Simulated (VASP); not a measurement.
A run of VASP 6.6.1:

Contents of INCAR:

```
SYSTEM = Hg
ALGO = Normal
EDIFF = 1E-7
ENCUT = 520
GGA = PE
ISIF = 2
ISMEAR = -1
LASPH = .TRUE.
LCHARG = .FALSE.
LREAL = .FALSE.
LWAVE = .FALSE.
NBANDS = 19
NELM = 100
PREC = Accurate
SIGMA = 0.1
```

KPOINTS

```
k-points
0
G
  14 14 14
  0 0 0
```

Contents of POSCAR:

```
Hg
1.0
   -2.8582421103      2.8582421103      1.5065757349
    2.8582421103     -2.8582421103      1.5065757349
    2.8582421103      2.8582421103     -1.5065757349
Hg
2
Direct
   -0.3750000000     -0.1250000000     -0.2500000000
    0.3750000000      0.1250000000      0.2500000000
```

Potentials or basis: VASP PAW PBE potentials, release 64 (Hg).

The run is started by

```sh
$ cat potpaw_PBE.64/Hg/POTCAR > POTCAR
$ mpirun -np 1 vasp_std > vasp.out
```

Hardware: 1 thread of AMD EPYC 9755 128-Core Processor, on a shared host.

Q: Estimate the wall time of this run.

A: Run time: 5.1 min on 1 thread of AMD EPYC 9755 128-Core Processor, on a shared host, peak memory 0.28 GiB. Counts: scf iterations 13, k points 244.
